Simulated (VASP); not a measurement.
# KBr (Fm-3m) in VASP: a series of runs

Aim: see how the results for KBr move with the level of theory and the settings. Levels: r2SCAN, HSE06, PBE-based global hybrid with 35 % exact exchange, PBE-based screened hybrid with 40 % exact exchange, PBE-based screened hybrid with 100 % exact exchange. Tasks: single point.

Everything below comes from runs of VASP 6.6.1. Logs are shortened: lines on timing, memory, paths and dates and some standing lists are left out, and cuts for length are marked.

### Step 1. The cell of the first run

The structure is cubic, space group Fm-3m (No. 225). Conventional cell: a = 6.605 Å, b = 6.605 Å, c = 6.605 Å, α = 90.00°, β = 90.00°, γ = 90.00°. Within 4.3 Å of K (site symmetry m-3m) lie 6 Br at 3.30 Å. Br (site symmetry m-3m) has 6 K at 3.30 Å within 4.3 Å.

### Step 2. Single point, r2SCAN

Input file POSCAR:

```
KBr
1.0
    0.0000000000      3.3024386828      3.3024386828
    3.3024386828      0.0000000000      3.3024386828
    3.3024386828      3.3024386828      0.0000000000
K Br
1 1
Direct
    0.0000000000      0.0000000000      0.0000000000
    0.5000000000      0.5000000000      0.5000000000
```

Input file INCAR.step1:

```
SYSTEM = KBr
ALGO = Normal
EDIFF = 1E-4
ENCUT = 520
GGA = PE
ISMEAR = 0
LASPH = .True.
LCHARG = .False.
LREAL = .False.
LWAVE = .True.
NBANDS = 15
NELM = 100
PREC = Accurate
SIGMA = 0.01
```

Input file INCAR.step2:

```
SYSTEM = KBr
ALGO = Normal
EDIFF = 1E-6
ENCUT = 520
ISIF = 2
ISMEAR = 0
ISTART = 1
LASPH = .True.
LCHARG = .True.
LELF = .True.
LMIXTAU = .True.
LREAL = .False.
LVHAR = .True.
LWAVE = .False.
METAGGA = R2SCAN
NBANDS = 15
NELM = 100
PREC = Accurate
SIGMA = 0.01
```

Input file KPOINTS:

```
k-points
0
Gamma
  4 4 4
  0 0 0
```

Potentials or basis: VASP PAW PBE potentials, release 64 (K_sv, Br).

The run is started by

```bash
$ cat potpaw_PBE.64/K_sv/POTCAR potpaw_PBE.64/Br/POTCAR > POTCAR
$ cp INCAR.step1 INCAR
$ mpirun -np 1 vasp_std > vasp.out
$ cp INCAR.step2 INCAR
$ mpirun -np 1 vasp_std > vasp.out
```

OUTCAR:

```text
SYSTEM = KBr
   EDIFF = 1E-6
   ENCUT = 520
   ISIF = 2
   ISMEAR = 0
   ISTART = 1
   LASPH = .True.
   LREAL = .False.
   METAGGA = R2SCAN
   NELM = 100
   PREC = Accurate

 ion  position               nearest neighbor table
   1  0.000  0.000  0.000-
   2  0.500  0.500  0.500-

  LATTYP: Found a face centered cubic cell.
 ALAT       =     6.6048773656

  Lattice vectors:

 A1 = (   0.0000000000,   3.3024386828,   3.3024386828)
 A2 = (   3.3024386828,   0.0000000000,   3.3024386828)
 A3 = (   3.3024386828,   3.3024386828,   0.0000000000)

Analysis of symmetry for initial positions (statically):
=====================================================================
 Subroutine PRICEL returns:
 Original cell was already a primitive cell.

 Routine SETGRP: Setting up the symmetry group for a
 face centered cubic supercell.

 Subroutine GETGRP returns: Found 48 space group operations
 (whereof 48 operations were pure point group operations)
 out of a pool of 48 trial point group operations.

The static configuration has the point symmetry O_h .

Analysis of symmetry for dynamics (positions and initial velocities):
=====================================================================
 Subroutine PRICEL returns:
 Original cell was already a primitive cell.

 Routine SETGRP: Setting up the symmetry group for a
 face centered cubic supercell.

 Subroutine GETGRP returns: Found 48 space group operations
 (whereof 48 operations were pure point group operations)
 out of a pool of 48 trial point group operations.

The dynamic configuration has the point symmetry O_h .

 Subroutine INISYM returns: Found 48 space group operations
 (whereof 48 operations are pure point group operations),
 and found     1 'primitive' translations

----------------------------------------------------------------------------------------

                                     Primitive cell

  volume of cell :      72.0335

  direct lattice vectors                    reciprocal lattice vectors
     0.000000000  3.302438683  3.302438683    -0.151403265  0.151403265  0.151403265
     3.302438683  0.000000000  3.302438683     0.151403265 -0.151403265  0.151403265
     3.302438683  3.302438683  0.000000000     0.151403265  0.151403265 -0.151403265

  length of vectors
     4.670353574  4.670353574  4.670353574     0.262238148  0.262238148  0.262238148

  position of ions in fractional coordinates (direct lattice)
     0.000000000  0.000000000  0.000000000
     0.500000000  0.500000000  0.500000000

  ion indices of the primitive-cell ions
   primitive index   ion index
                 1           1
                 2           2

----------------------------------------------------------------------------------------

 KPOINTS: k-points

Automatic generation of k-mesh.
 Grid dimensions read from file:
 generate k-points for:    4    4    4

 Generating k-lattice:

  Cartesian coordinates                     Fractional coordinates (reciprocal lattice)
    -0.037850816  0.037850816  0.037850816     0.250000000  0.000000000  0.000000000
     0.037850816 -0.037850816  0.037850816     0.000000000  0.250000000  0.000000000
     0.037850816  0.037850816 -0.037850816     0.000000000  0.000000000  0.250000000

  Length of vectors
     0.065559537  0.065559537  0.065559537

  Shift w.r.t. Gamma in fractional coordinates (k-lattice)
     0.000000000  0.000000000  0.000000000

 Subroutine IBZKPT returns following result:
 ===========================================

 Found      8 irreducible k-points:

 Following reciprocal coordinates:
            Coordinates               Weight
  0.000000  0.000000  0.000000      1.000000
  0.250000  0.000000  0.000000      8.000000
  0.500000  0.000000  0.000000      4.000000
  0.250000  0.250000  0.000000      6.000000
  0.500000  0.250000  0.000000     24.000000
 -0.250000  0.250000  0.000000     12.000000
  0.500000  0.500000  0.000000      3.000000
 -0.250000  0.500000  0.250000      6.000000
   k-points           NKPTS =      8   k-points in BZ     NKDIM =      8   number of bands    NBANDS=     15
   number of dos      NEDOS =    301   number of ions     NIONS =      2
   total plane-waves  NPLWV =  46656
   dimension x,y,z NGX =    36 NGY =   36 NGZ =   36
   dimension x,y,z NGXF=    72 NGYF=   72 NGZF=   72
   ions per type =               1   1
   NGX,Y,Z   is equivalent  to a cutoff of  12.81, 12.81, 12.81 a.u.
   NGXF,Y,Z  is equivalent  to a cutoff of  25.63, 25.63, 25.63 a.u.
 SYSTEM =  KBr
   PREC   = accura    normal or accurate (medium, high low for compatibility)
   ISTART =      1    job   : 0-new  1-cont  2-samecut
   ICHARG =      0    charge: 1-file 2-atom 10-const
   ISPIN  =      1    spin polarized calculation?
   LNONCOLLINEAR =      F non collinear calculations
   LSORBIT =      F    spin-orbit coupling
   LASPH  =      T    aspherical Exc in radial PAW
   ENCUT  =  520.0 eV  38.22 Ry    6.18 a.u.   8.68  8.68  8.68*2*pi/ulx,y,z
   NELM   =    100;   NELMIN=  2; NELMDL=  0     # of ELM steps
   EDIFF  = 0.1E-05   stopping-criterion for ELM
   LREAL  =      F    real-space projection
[... 7 lines left out ...]
   TEBEG  =    0.0;   TEEND  =   0.0 temperature during run
   PSTRESS=    0.0 pullay stress
   NELECT =      16.0000    total number of electrons
   NUPDOWN=      -1.0000    fix difference up-down
   EMIN   =  10.00;   EMAX   =-10.00  energy-range for DOS
   EFERMI =   0.00;   METHOD = LEGACY
   ISMEAR =     0;   SIGMA  =   0.01  broadening in eV -4-tet -1-fermi 0-gaus
   EFERMI_NEDOS =   21; number of points for ismear=-14 and -15
   IALGO  =     38    algorithm
   IMIX   =      4    mixing-type and parameters
     AMIX     =   0.40;   BMIX     =  1.00
     AMIX_MAG =   1.60;   BMIX_MAG =  1.00
  volume/ion in A,a.u.               =      36.02       243.05
  Fermi-wavevector in a.u.,A,eV,Ry     =   0.991448  1.873566 13.374115  0.982970
  Thomas-Fermi vector in A             =   2.123190
   LORBIT       =      0    0 simple, 1 ext, 2 COOP (PROOUT), +10 PAW based schemes
   METAGGA = R2SCAN    functional components
   LHFCALC =     F    Hartree Fock is set to
   AEXX    =    0.0000 exact exchange contribution
   IVDW    =     0    specifies the selected vdW correction
   LEPSILON=     F    determine dielectric tensor
   LRPA    =     F    only Hartree local field effects (RPA)
 non-spin polarized calculation
 Gauss-broadening in eV      SIGMA  =   0.01
  energy-cutoff  :      520.00
  volume of cell :       72.03
 maximum number of plane-waves:      1964
 NGX is ok and might be reduce to    36
   NGX = 17   NGY = 17   NGZ = 17

 number of electron      15.9999997 magnetization

 Free energy of the ion-electron system (eV)
  ---------------------------------------------------
  ext. energy  EPLUGINS =         0.00000000
  ---------------------------------------------------
  free energy    TOTEN  =       -23.24835211 eV

  energy without entropy =      -23.24835211  energy(sigma->0) =      -23.24835211

 E-fermi :  -2.0409     XC(G=0):  -7.7391

 val. band max:       -2.1569120952   @ k =   0.0000   0.0000   0.0000
 cond. band min:       2.9159574261   @ k =   0.0000   0.0000   0.0000
 fundamental gap:      5.0728695214
 Fermi energy:        -2.0409446200

 k-point     1 :       0.0000    0.0000    0.0000
  band No.  band energies     occupation
      1     -31.0450      2.00000
      2     -14.8822      2.00000
      3     -13.7508      2.00000
      4     -13.7508      2.00000
      5     -13.7508      2.00000
      6      -2.1569      2.00000
      7      -2.1569      2.00000
      8      -2.1569      2.00000
      9       2.9160      0.00000
     10       6.0785      0.00000
     11       6.0785      0.00000
     12       6.0785      0.00000
     13       7.0578      0.00000
     14       7.0578      0.00000
     15       9.8901      0.00000

 k-point     2 :       0.2500    0.0000    0.0000
  band No.  band energies     occupation
      1     -31.0423      2.00000
      2     -14.9737      2.00000
      3     -13.7532      2.00000
      4     -13.7532      2.00000
      5     -13.6206      2.00000
      6      -2.8102      2.00000
      7      -2.3263      2.00000
      8      -2.3263      2.00000
      9       4.1525      0.00000
     10       5.9071      0.00000
     11       6.8127      0.00000
     12       6.8127      0.00000
     13       7.8490      0.00000
     14       7.8490      0.00000
     15      10.8936      0.00000

 k-point     3 :       0.5000    0.0000    0.0000
  band No.  band energies     occupation
      1     -31.0396      2.00000
      2     -15.0507      2.00000
      3     -13.7555      2.00000
      4     -13.7555      2.00000
      5     -13.5040      2.00000
      6      -3.3187      2.00000
      7      -2.4834      2.00000
      8      -2.4834      2.00000
      9       4.9712      0.00000
     10       6.7070      0.00000
     11       8.3704      0.00000
     12       8.3704      0.00000
     13       8.6493      0.00000
     14       8.6493      0.00000
     15       9.7456      0.00000
[... 55 lines left out ...]
 k-point     7 :       0.5000    0.5000    0.0000
  band No.  band energies     occupation
      1     -31.0380      2.00000
      2     -14.7799      2.00000
      3     -13.8380      2.00000
      4     -13.7855      2.00000
      5     -13.7855      2.00000
      6      -2.9783      2.00000
      7      -2.4446      2.00000
      8      -2.4446      2.00000
      9       4.2049      0.00000
     10       5.8644      0.00000
     11       7.9663      0.00000
     12       8.0473      0.00000
     13       8.4032      0.00000
     14       9.4009      0.00000
     15       9.4009      0.00000

 k-point     8 :      -0.2500    0.5000    0.2500
  band No.  band energies     occupation
      1     -31.0380      2.00000
      2     -14.8735      2.00000
      3     -13.8116      2.00000
      4     -13.8116      2.00000
      5     -13.6563      2.00000
      6      -2.7477      2.00000
      7      -2.7477      2.00000
      8      -2.6825      2.00000
      9       5.7756      0.00000
     10       5.7756      0.00000
     11       6.9631      0.00000
     12       7.6778      0.00000
     13       9.3962      0.00000
     14       9.4299      0.00000
     15       9.7770      0.00000

------------------------ aborting loop because EDIFF is reached ----------------------------------------

  FORCE on cell =-STRESS in cart. coord.  units (eV):
  Direction    XX          YY          ZZ          XY          YZ          ZX
  --------------------------------------------------------------------------------------
  -------------------------------------------------------------------------------------
  Total        0.0135500      0.0135500      0.0135500      0.0000000      0.0000000      0.0000000
  in kB        0.3013813      0.3013813      0.3013813      0.0000000      0.0000000      0.0000000
  external PRESSURE =       0.3013813 kB  Pullay stress =       0.0000000 kB

 VOLUME and BASIS-vectors are now :
 -----------------------------------------------------------------------------
  energy-cutoff  :      520.00
  volume of cell :       72.03
      direct lattice vectors                 reciprocal lattice vectors
     0.000000000  3.302438683  3.302438683    -0.151403265  0.151403265  0.151403265
     3.302438683  0.000000000  3.302438683     0.151403265 -0.151403265  0.151403265
     3.302438683  3.302438683  0.000000000     0.151403265  0.151403265 -0.151403265

 POSITION                                       TOTAL-FORCE (eV/Angst)
 -----------------------------------------------------------------------------------
      0.00000      0.00000      0.00000        -0.000000      0.000000      0.000000
      3.30244      3.30244      3.30244         0.000000     -0.000000     -0.000000
 -----------------------------------------------------------------------------------
    total drift:                                0.000000      0.000000      0.000000

  FREE ENERGIE OF THE ION-ELECTRON SYSTEM (eV)
  ---------------------------------------------------
  free  energy   TOTEN  =       -23.2483521093 eV

  energy  without entropy=      -23.2483521093  energy(sigma->0) =      -23.24835211
```

It took 48 s on 1 thread of Intel Xeon Platinum 8259CL at 2.50GHz (Skylake/Cascade Lake), shared host; peak memory 0.22 GiB.

What came out:

```
Free energy            : -23.2484 eV
Pressure               : 0.0 GPa
Band gap on the k mesh : 5.07 eV
```

Caveat: the PAW data sets were made with another functional, which shifts forces and pressure a little. r2SCAN opens gaps a little over a GGA but as a rule still falls short of measured ones.

### Step 3. Single point, HSE06

POSCAR is that of step 2.

Input file INCAR.step1:

```
SYSTEM = KBr
PREC = Accurate
ENCUT = 520
EDIFF = 1E-5
ISMEAR = 0
SIGMA = 0.01
LREAL = .FALSE.
LASPH = .TRUE.
NELM = 100
ALGO = Normal
ISIF = 2
LWAVE = .TRUE.
LCHARG = .FALSE.
GGA = PE
NBANDS = 15
```

Input file INCAR.step2:

```
SYSTEM = KBr
PREC = Accurate
ENCUT = 520
EDIFF = 1E-6
ISMEAR = 0
SIGMA = 0.01
LREAL = .FALSE.
LASPH = .TRUE.
NELM = 100
ALGO = Normal
ISIF = 2
LWAVE = .FALSE.
LCHARG = .FALSE.
GGA = PE
LHFCALC = .TRUE.
HFSCREEN = 0.2079
PRECFOCK = Normal
ISTART = 1
NBANDS = 15
```

Input file KPOINTS:

```
regular mesh
0
G
  4 4 4
  0 0 0
```

Potentials or basis: VASP PAW PBE potentials, release 64 (K_sv, Br).

The run is started by

```bash
$ cat potpaw_PBE.64/K_sv/POTCAR potpaw_PBE.64/Br/POTCAR > POTCAR
$ cp INCAR.step1 INCAR
$ mpirun -np 1 vasp_std > vasp.out
$ cp INCAR.step2 INCAR
$ mpirun -np 1 vasp_std > vasp.out
```

Run time: 8.4 min. Hardware: 1 thread of Intel Xeon Platinum 8259CL at 2.50GHz (Skylake/Cascade Lake), shared host; peak memory 0.31 GiB.

Results (log left out):

* Free energy: -7.1695 eV
* Pressure: 0.4 GPa
* Band gap on the k mesh: 5.59 eV

Levels at points of the mesh, in eV from the valence-band top:
| k point | band 6 | band 7 | band 8 | band 9 | band 10 | band 11 |
| --- | --- | --- | --- | --- | --- | --- |
| (0.00, 0.00, 0.00) | 0.00 | 0.00 | 0.00 | 5.59 | 8.97 | 8.97 |
| (0.50, 0.00, 0.00) | -1.23 | -0.34 | -0.34 | 7.74 | 9.58 | 11.37 |
| (0.50, 0.50, 0.00) | -0.86 | -0.31 | -0.31 | 7.07 | 8.48 | 10.77 |

Caveat: the PAW data sets were made with another functional, which shifts forces and pressure a little.

### Step 4. Single point, PBE-based global hybrid with 35 % exact exchange

POSCAR is that of step 3.

INCAR.step1: that of step 3 with these lines changed.

```diff
@@ -13,3 +13,3 @@
 LCHARG = .FALSE.
+NBANDS = 15
 GGA = PE
-NBANDS = 15
```

INCAR.step2: that of step 3 with these lines changed.

```diff
@@ -15,5 +15,5 @@
 LHFCALC = .TRUE.
-HFSCREEN = 0.2079
+AEXX = 0.35
 PRECFOCK = Normal
+NBANDS = 15
 ISTART = 1
-NBANDS = 15
```

Input file KPOINTS:

```
Automatic mesh
0
G
  4 4 4
  0 0 0
```

The run is started by

```bash
$ cat potpaw_PBE.64/K_sv/POTCAR potpaw_PBE.64/Br/POTCAR > POTCAR
$ cp INCAR.step1 INCAR
$ mpirun -np 1 vasp_std > vasp.out
$ cp INCAR.step2 INCAR
$ mpirun -np 1 vasp_std > vasp.out
```

Run time: 7.5 min. Hardware: 1 thread of Intel Xeon Platinum 8259CL at 2.50GHz (Skylake/Cascade Lake), shared host; peak memory 0.21 GiB.

The run converged. Its results:

| Quantity | Value |
| --- | --- |
| Free energy | -8.2909 eV |
| Pressure | 0.3 GPa |
| Band gap on the k mesh | 7.10 eV |

Levels at points of the mesh, in eV from the valence-band top:
| k point | band 5 | band 6 | band 7 | band 8 | band 9 | band 10 | band 11 | band 12 |
| --- | --- | --- | --- | --- | --- | --- | --- | --- |
| (0.00, 0.00, 0.00) | -12.45 | 0.00 | 0.00 | 0.00 | 7.10 | 10.59 | 10.59 | 10.59 |
| (0.50, 0.00, 0.00) | -12.18 | -1.28 | -0.35 | -0.35 | 9.25 | 11.19 | 12.97 | 12.97 |
| (0.50, 0.50, 0.00) | -12.48 | -0.91 | -0.32 | -0.32 | 8.60 | 10.07 | 12.33 | 12.72 |

Caveat: the PAW data sets were made with another functional, which shifts forces and pressure a little.

[end of part 1 of 2]
